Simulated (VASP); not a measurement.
Wanted: the native input for a VASP 6.6.1 run.

```
Task                   : single point
Functional             : PBE
Potentials or basis    : VASP PAW PBE potentials, release 64 (Nb_sv)
Cutoff                 : 520 eV
k mesh                 : 16 × 16 × 16
Occupations            : fermi-dirac, width 0.15 eV
Spin                   : no spin polarisation
Dipole correction      : no
Further INCAR settings : ALGO = Normal; EDIFF = 1e-06; NBANDS = 12
```

The structure of Nb lies in POSCAR:

```
Nb
1.0
   -1.6563646497      1.6563646497      1.6563646497
    1.6563646497     -1.6563646497      1.6563646497
    1.6563646497      1.6563646497     -1.6563646497
Nb
1
Direct
    0.0000000000      0.0000000000      0.0000000000
```

The input as run:

INCAR

```
SYSTEM = Nb
PREC = Accurate ; ENCUT = 520
EDIFF = 1E-6 ; ISMEAR = -1
SIGMA = 0.15 ; LREAL = .False.
LASPH = .True. ; NELM = 60
ALGO = Normal ; ISIF = 2
LWAVE = .False. ; LCHARG = .True.
GGA = PE ; LELF = .True.
LVHAR = .True. ; NBANDS = 12
```

KPOINTS

```
regular mesh
0
Gamma
  16 16 16
  0 0 0
```

Potentials or basis: VASP PAW PBE potentials, release 64 (Nb_sv).

Command:

```console
$ cat potpaw_PBE.64/Nb_sv/POTCAR > POTCAR
$ mpirun -np 1 vasp_std > vasp.out
```

Results of the run:

```yaml
Pressure: -0.3 GPa
```

Run time: 20 s on 1 thread of Intel(R) Xeon(R) 6975P-C (Granite Rapids) (shared host), peak memory 0.15 GiB.
